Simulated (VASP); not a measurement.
# AlGeO3 (R-3c) in VASP: single point with PBE

Aim: the single point of AlGeO3 with PBE.

All numbers are computed with VASP 6.6.1; they aren't measurements. Logs are shortened: lines on timing, memory, paths and dates and some standing lists are left out, and cuts for length are marked.

### Step 1. The cell of the first run

It takes space group R-3c (No. 167, trigonal). Conventional cell: a = 4.969 Å, b = 4.969 Å, c = 12.095 Å, α = 90.00°, β = 90.00°, γ = 120.00°. O (site symmetry 2) has 2 Al at 1.83 Å and 1 Ge at 1.95 Å within 2.4 Å. Ge (site symmetry 32) has 9 O at 1.95 to 2.53 Å within 2.6 Å. Within 2.4 Å of Al (site symmetry -3) lie 6 O at 1.83 Å.

### Step 2. Single point, PBE

INCAR reads:

```
PREC = Accurate ; ENCUT = 520
EDIFF = 1E-6 ; ISMEAR = -1
SIGMA = 0.0328 ; LREAL = F
LASPH = T ; NELM = 100
ALGO = Normal ; ISIF = 2
LWAVE = F ; LCHARG = F
GGA = PE ; NBANDS = 46
```

KPOINTS reads:

```
regular mesh
0
Gamma
  5 5 5
```

POSCAR reads:

```
AlGeO3
1.0
    2.4845648422      1.4344658471      4.0317484070
   -2.4845648422      1.4344658471      4.0317484070
    0.0000000000     -2.8689266942      4.0317501860
O Ge Al
6 2 2
Direct
    0.8576385068      0.6423614932      0.2500000000
    0.2500000000      0.8576385068      0.6423614932
    0.6423614932      0.2500000000      0.8576385068
    0.1423614932      0.3576385068      0.7500000000
    0.7500000000      0.1423614932      0.3576385068
    0.3576385068      0.7500000000      0.1423614932
    0.2500000000      0.2500000000      0.2500000000
    0.7500000000      0.7500000000      0.7500000000
    0.0000000000      0.0000000000      0.0000000000
    0.5000000000      0.5000000000      0.5000000000
```

Potentials or basis: VASP PAW PBE potentials, release 64 (O, Ge_d, Al).

Run with:

```sh
$ cat potpaw_PBE.64/O/POTCAR potpaw_PBE.64/Ge_d/POTCAR potpaw_PBE.64/Al/POTCAR > POTCAR
$ mpirun -np 1 vasp_std > vasp.out
```

OUTCAR:

```text
PREC = Accurate
   ENCUT = 520
   EDIFF = 1E-6
   ISMEAR = -1
   LREAL = F
   LASPH = T
   NELM = 100
   ISIF = 2
   GGA = PE

 ion  position               nearest neighbor table
   1  0.858  0.642  0.250-   9 1.83  10 1.83   7 1.95
   2  0.250  0.858  0.642-   9 1.83  10 1.83   7 1.95
   3  0.642  0.250  0.858-  10 1.83   9 1.83   7 1.95
   4  0.142  0.358  0.750-   9 1.83  10 1.83   8 1.95
   5  0.750  0.142  0.358-   9 1.83  10 1.83   8 1.95
   6  0.358  0.750  0.142-  10 1.83   9 1.83   8 1.95
   7  0.250  0.250  0.250-   2 1.95   3 1.95   1 1.95   9 3.02  10 3.02   9 3.04  10 3.04   9 3.04
                             9 3.04  10 3.04  10 3.04
   8  0.750  0.750  0.750-   5 1.95   6 1.95   4 1.95   9 3.02  10 3.02  10 3.04   9 3.04  10 3.04
                            10 3.04   9 3.04   9 3.04
   9  0.000  0.000  0.000-   1 1.83   4 1.83   2 1.83   5 1.83   3 1.83   6 1.83   7 3.02   8 3.02
                             8 3.04   7 3.04   8 3.04   8 3.04   7 3.04   7 3.04
  10  0.500  0.500  0.500-   1 1.83   4 1.83   3 1.83   6 1.83   5 1.83   2 1.83   7 3.02   8 3.02
                             7 3.04   8 3.04   7 3.04   7 3.04   8 3.04   8 3.04

  LATTYP: Found a trigonal (rhomboedric) cell.
 ALAT       =     4.9483077854
 COS(alpha) =     0.4957832641

  Lattice vectors:

 A1 = (   2.4845648422,   1.4344658471,   4.0317484070)
 A2 = (  -2.4845648422,   1.4344658471,   4.0317484070)
 A3 = (   0.0000000000,  -2.8689266942,   4.0317501860)

Analysis of symmetry for initial positions (statically):
=====================================================================
 Subroutine PRICEL returns:
 Original cell was already a primitive cell.

 Routine SETGRP: Setting up the symmetry group for a
 trigonal (rhombohedral) supercell.

 Subroutine GETGRP returns: Found 12 space group operations
 (whereof  6 operations were pure point group operations)
 out of a pool of 12 trial point group operations.

The static configuration has the point symmetry S_6 .
 The point group associated with its full space group is D_3d.

Analysis of symmetry for dynamics (positions and initial velocities):
=====================================================================
 Subroutine PRICEL returns:
 Original cell was already a primitive cell.

 Routine SETGRP: Setting up the symmetry group for a
 trigonal (rhombohedral) supercell.

 Subroutine GETGRP returns: Found 12 space group operations
 (whereof  6 operations were pure point group operations)
 out of a pool of 12 trial point group operations.

The dynamic configuration has the point symmetry S_6 .
 The point group associated with its full space group is D_3d.

 Subroutine INISYM returns: Found 12 space group operations
 (whereof  6 operations are pure point group operations),
 and found     1 'primitive' translations

----------------------------------------------------------------------------------------

                                     Primitive cell

  volume of cell :      86.2154

  direct lattice vectors                    reciprocal lattice vectors
     2.484564842  1.434465847  4.031748407     0.201242484  0.116187436  0.082677056
    -2.484564842  1.434465847  4.031748407    -0.201242484  0.116187436  0.082677056
     0.000000000 -2.868926694  4.031750186     0.000000000 -0.232374770  0.082677201

  length of vectors
     4.948307785  4.948307785  4.948307785     0.246644589  0.246644589  0.246644589

  position of ions in fractional coordinates (direct lattice)
     0.857638507  0.642361493  0.250000000
     0.250000000  0.857638507  0.642361493
     0.642361493  0.250000000  0.857638507
     0.142361493  0.357638507  0.750000000
     0.750000000  0.142361493  0.357638507
     0.357638507  0.750000000  0.142361493
     0.250000000  0.250000000  0.250000000
     0.750000000  0.750000000  0.750000000
     0.000000000  0.000000000  0.000000000
     0.500000000  0.500000000  0.500000000

  ion indices of the primitive-cell ions
   primitive index   ion index
                 1           1
                 2           2
                 3           3
                 4           4
                 5           5
                 6           6
                 7           7
                 8           8
                 9           9
                10          10

----------------------------------------------------------------------------------------

 KPOINTS: regular mesh

Automatic generation of k-mesh.
 Grid dimensions read from file:
 generate k-points for:    5    5    5

 Generating k-lattice:

  Cartesian coordinates                     Fractional coordinates (reciprocal lattice)
     0.040248497  0.023237487  0.016535411     0.200000000 -0.000000000  0.000000000
    -0.040248497  0.023237487  0.016535411    -0.000000000  0.200000000  0.000000000
     0.000000000 -0.046474954  0.016535440     0.000000000  0.000000000  0.200000000

  Length of vectors
     0.049328918  0.049328918  0.049328918

  Shift w.r.t. Gamma in fractional coordinates (k-lattice)
     0.000000000  0.000000000  0.000000000

 Subroutine IBZKPT returns following result:
 ===========================================

 Found     19 irreducible k-points:

 Following reciprocal coordinates:
            Coordinates               Weight
  0.000000  0.000000  0.000000      1.000000
  0.200000  0.000000  0.000000      6.000000
  0.400000 -0.000000  0.000000      6.000000
  0.200000  0.200000  0.000000      6.000000
  0.400000  0.200000  0.000000     12.000000
 -0.400000  0.200000  0.000000     12.000000
[... 11 lines left out ...]
  0.400000  0.400000  0.400000      2.000000
 -0.400000  0.400000  0.400000      6.000000
   k-points           NKPTS =     19   k-points in BZ     NKDIM =     19   number of bands    NBANDS=     46
   number of dos      NEDOS =    301   number of ions     NIONS =     10
   total plane-waves  NPLWV =  64000
   dimension x,y,z NGX =    40 NGY =   40 NGZ =   40
   dimension x,y,z NGXF=    80 NGYF=   80 NGZF=   80
   ions per type =               6   2   2
   NGX,Y,Z   is equivalent  to a cutoff of  13.44, 13.44, 13.44 a.u.
   NGXF,Y,Z  is equivalent  to a cutoff of  26.88, 26.88, 26.88 a.u.
 SYSTEM =  unknown system
   PREC   = accura    normal or accurate (medium, high low for compatibility)
   ISTART =      0    job   : 0-new  1-cont  2-samecut
   ICHARG =      2    charge: 1-file 2-atom 10-const
   ISPIN  =      1    spin polarized calculation?
   LNONCOLLINEAR =      F non collinear calculations
   LSORBIT =      F    spin-orbit coupling
   LASPH  =      T    aspherical Exc in radial PAW
   ENCUT  =  520.0 eV  38.22 Ry    6.18 a.u.   9.20  9.20  9.20*2*pi/ulx,y,z
   NELM   =    100;   NELMIN=  2; NELMDL= -5     # of ELM steps
   EDIFF  = 0.1E-05   stopping-criterion for ELM
   LREAL  =      F    real-space projection
   EDIFFG = 0.1E-04   stopping-criterion for IOM
   NSW    =      0    number of steps for IOM
   IBRION =     -1    ionic relax: 0-MD 1-quasi-New 2-CG
   NFREE  =      0    steps in history (QN), initial steepest desc. (CG)
   ISIF   =      2    stress and relaxation
   ISYM   =      2    0-nonsym 1-usesym 2-fastsym
   POTIM  = 0.5000    time-step for ionic-motion
   TEBEG  =    0.0;   TEEND  =   0.0 temperature during run
   PSTRESS=    0.0 pullay stress
   NELECT =      70.0000    total number of electrons
   NUPDOWN=      -1.0000    fix difference up-down
   EMIN   =  10.00;   EMAX   =-10.00  energy-range for DOS
   EFERMI =   0.00;   METHOD = LEGACY
   ISMEAR =    -1;   SIGMA  =   0.03  broadening in eV -4-tet -1-fermi 0-gaus
   EFERMI_NEDOS =   21; number of points for ismear=-14 and -15
   IALGO  =     38    algorithm
   IMIX   =      4    mixing-type and parameters
     AMIX     =   0.40;   BMIX     =  1.00
     AMIX_MAG =   1.60;   BMIX_MAG =  1.00
  volume/ion in A,a.u.               =       8.62        58.18
  Fermi-wavevector in a.u.,A,eV,Ry     =   1.527259  2.886100 31.735846  2.332519
  Thomas-Fermi vector in A             =   2.635179
   LORBIT       =      0    0 simple, 1 ext, 2 COOP (PROOUT), +10 PAW based schemes
   GGA     = PE    functional components
   LHFCALC =     F    Hartree Fock is set to
   AEXX    =    0.0000 exact exchange contribution
   IVDW    =     0    specifies the selected vdW correction
   LEPSILON=     F    determine dielectric tensor
   LRPA    =     F    only Hartree local field effects (RPA)
 non-spin polarized calculation
  energy-cutoff  :      520.00
  volume of cell :       86.22
 maximum number of plane-waves:      2334
 NGX is ok and might be reduce to    40
   NGX = 19   NGY = 19   NGZ = 19

 number of electron      69.9999989 magnetization

 Free energy of the ion-electron system (eV)
  ---------------------------------------------------
  ext. energy  EPLUGINS =         0.00000000
  ---------------------------------------------------
  free energy    TOTEN  =       -63.51533901 eV

  energy without entropy =      -63.49696379  energy(sigma->0) =      -63.50615140

 E-fermi :   9.5637     XC(G=0): -12.4874

 val. band max:        9.5636524742   @ k =  -0.4000   0.4000   0.0000
 cond. band min:       9.5850611996   @ k =   0.4000   0.2000   0.0000
 fundamental gap:      0.0214087254
 Fermi energy:         9.5637109766

 k-point     1 :       0.0000    0.0000    0.0000
  band No.  band energies     occupation
      1     -16.4062      2.00000
      2     -16.3617      2.00000
      3     -16.3403      2.00000
      4     -16.3403      2.00000
      5     -16.3287      2.00000
      6     -16.3287      2.00000
[... 38 lines left out ...]
     45      19.9278      0.00000
     46      19.9279      0.00000

 k-point     2 :       0.2000    0.0000    0.0000
  band No.  band energies     occupation
      1     -16.4005      2.00000
      2     -16.3645      2.00000
      3     -16.3365      2.00000
      4     -16.3340      2.00000
      5     -16.3237      2.00000
      6     -16.3233      2.00000
[... 38 lines left out ...]
     45      19.9935      0.00000
     46      20.7689      0.00000

 k-point     3 :       0.4000   -0.0000    0.0000
  band No.  band energies     occupation
      1     -16.3869      2.00000
      2     -16.3731      2.00000
      3     -16.3268      2.00000
      4     -16.3236      2.00000
      5     -16.3114      2.00000
      6     -16.3108      2.00000
[... 38 lines left out ...]
     45      19.8098      0.00000
     46      20.1029      0.00000

 k-point     4 :       0.2000    0.2000    0.0000
  band No.  band energies     occupation
      1     -16.4003      2.00000
      2     -16.3652      2.00000
      3     -16.3375      2.00000
      4     -16.3294      2.00000
      5     -16.3259      2.00000
      6     -16.3182      2.00000
[... 675 lines left out ...]
     45      20.7148      0.00000
     46      20.7178      0.00000

 k-point    18 :       0.4000    0.4000    0.4000
  band No.  band energies     occupation
      1     -16.3920      2.00000
      2     -16.3780      2.00000
      3     -16.3209      2.00000
      4     -16.3209      2.00000
      5     -16.3090      2.00000
      6     -16.3090      2.00000
[... 38 lines left out ...]
     45      21.0857      0.00000
     46      21.0857      0.00000

 k-point    19 :      -0.4000    0.4000    0.4000
  band No.  band energies     occupation
      1     -16.3851      2.00000
      2     -16.3826      2.00000
      3     -16.3197      2.00000
      4     -16.3146      2.00000
      5     -16.3086      2.00000
      6     -16.3041      2.00000
[... 38 lines left out ...]
     45      21.2745      0.00000
     46      21.6786      0.00000

------------------------ aborting loop because EDIFF is reached ----------------------------------------

  FORCE on cell =-STRESS in cart. coord.  units (eV):
  Direction    XX          YY          ZZ          XY          YZ          ZX
  --------------------------------------------------------------------------------------
  -------------------------------------------------------------------------------------
  Total       16.6333777     16.6333777     17.7774867      0.0000000      0.0000005     -0.0000000
  in kB      309.1051574    309.1051574    330.3666237      0.0000000      0.0000088     -0.0000000
  external PRESSURE =     316.1923129 kB  Pullay stress =       0.0000000 kB

 VOLUME and BASIS-vectors are now :
 -----------------------------------------------------------------------------
  energy-cutoff  :      520.00
  volume of cell :       86.22
      direct lattice vectors                 reciprocal lattice vectors
     2.484564842  1.434465847  4.031748407     0.201242484  0.116187436  0.082677056
    -2.484564842  1.434465847  4.031748407    -0.201242484  0.116187436  0.082677056
     0.000000000 -2.868926694  4.031750186     0.000000000 -0.232374770  0.082677201

 POSITION                                       TOTAL-FORCE (eV/Angst)
 -----------------------------------------------------------------------------------
      0.53487      1.43447      7.05556        -0.030097      0.000000      0.000000
     -1.50972     -0.25402      7.05556         0.015049     -0.026065      0.000000
      0.97485     -1.18044      7.05556         0.015049      0.026065     -0.000000
     -0.53487     -1.43446      5.03969         0.030097      0.000000      0.000000
      1.50972      0.25402      5.03969        -0.015049      0.026065     -0.000000
     -0.97485      1.18044      5.03969        -0.015049     -0.026065      0.000000
      0.00000      0.00000      3.02381         0.000000      0.000000     -0.000000
      0.00000      0.00000      9.07144         0.000000      0.000000     -0.000000
      0.00000      0.00000      0.00000         0.000000      0.000000     -0.000000
      0.00000      0.00000      6.04762         0.000000      0.000000     -0.000000
 -----------------------------------------------------------------------------------
    total drift:                               -0.000000      0.000000     -0.000000

  FREE ENERGIE OF THE ION-ELECTRON SYSTEM (eV)
  ---------------------------------------------------
  free  energy   TOTEN  =       -63.5153390103 eV

  energy  without entropy=      -63.4969637943  energy(sigma->0) =      -63.50615140
```

Run time: 2 min. Hardware: 1 thread of Intel Xeon Platinum 8259CL at 2.50GHz (Skylake/Cascade Lake), shared host; peak memory 0.27 GiB.

What came out:

| Property | Result |
| --- | --- |
| Free energy | -63.5153 eV |
| Pressure | 31.6 GPa |
| Largest force | 0.030 eV/Å |
| Band gap on the k mesh | zero (band 35 reaches 10.12 eV, above the bottom of band 36 at 9.15 eV) |

Forces on the atoms (eV/Å):
```
O   -0.030  0.000  0.000
O    0.015 -0.026  0.000
O    0.015  0.026  0.000
O    0.030  0.000  0.000
O   -0.015  0.026  0.000
O   -0.015 -0.026  0.000
Ge   0.000  0.000  0.000
Ge   0.000  0.000  0.000
Al   0.000  0.000  0.000
Al   0.000  0.000  0.000
```
